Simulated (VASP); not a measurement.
Write the native input for VASP 6.6.1 that does the following.

```yaml
Task: single point
Functional: PBE
Potentials_or_basis: VASP PAW PBE potentials, release 64 (Pb_d, S)
Cutoff: 520 eV
k_mesh: 6 × 6 × 4
Occupations: gaussian, width 0.01 eV
Spin: no spin polarisation
Dipole_correction: no
Further_INCAR_settings: ALGO = Normal; EDIFF = 1e-06; NBANDS = 28
```

The structure of PbS lies in POSCAR:

```
PbS
1.0
    4.9226300156      0.0000000000      0.0000000000
   -2.4613150078      4.2631226469      0.0000000000
    0.0000000000      0.0000000000      5.9157561751
Pb S
2 2
Direct
    0.3333333333      0.6666666667     -0.0640864668
    0.6666666667      0.3333333333      0.4359135332
    0.3333333333      0.6666666667      0.4390864668
    0.6666666667      0.3333333333      0.9390864668
```

This cell differs from its parent crystal: volume changed by -6%.

One way to write it, as run:

INCAR

```
SYSTEM = PbS
PREC     = Accurate       ! precision mode
ENCUT    = 520            ! plane-wave cutoff, eV
EDIFF    = 1E-6           ! SCF threshold, eV
ISMEAR   = 0              ! smearing method
SIGMA    = 0.01           ! smearing width, eV
LREAL    = .False.        ! projectors in reciprocal space
LASPH    = .True.         ! aspherical terms in the spheres
NELM     = 60             ! most SCF steps
ALGO     = Normal         ! electronic algorithm
ISIF     = 2              ! what is computed and relaxed
LWAVE    = .False.        ! write WAVECAR
LCHARG   = .False.        ! write CHGCAR
GGA      = PE             ! functional
NBANDS   = 28             ! bands
```

KPOINTS

```
Automatic mesh
0
Gamma
  6 6 4
  0 0 0
```

Potentials or basis: VASP PAW PBE potentials, release 64 (Pb_d, S).

The run is started by

```bash
$ cat potpaw_PBE.64/Pb_d/POTCAR potpaw_PBE.64/S/POTCAR > POTCAR
$ mpirun -np 1 vasp_std > vasp.out
```

It gave:

* Pressure: 2.9 GPa
* Largest force: 0.012 eV/Å
* Band gap on the k mesh: 1.36 eV, direct

Caveat: spin-orbit coupling is left out, which moves the levels of the heavy elements.

Run time: 30 s on 1 thread of Intel(R) Xeon(R) 6975P-C (Granite Rapids), with other jobs on the host, peak memory 0.28 GiB.
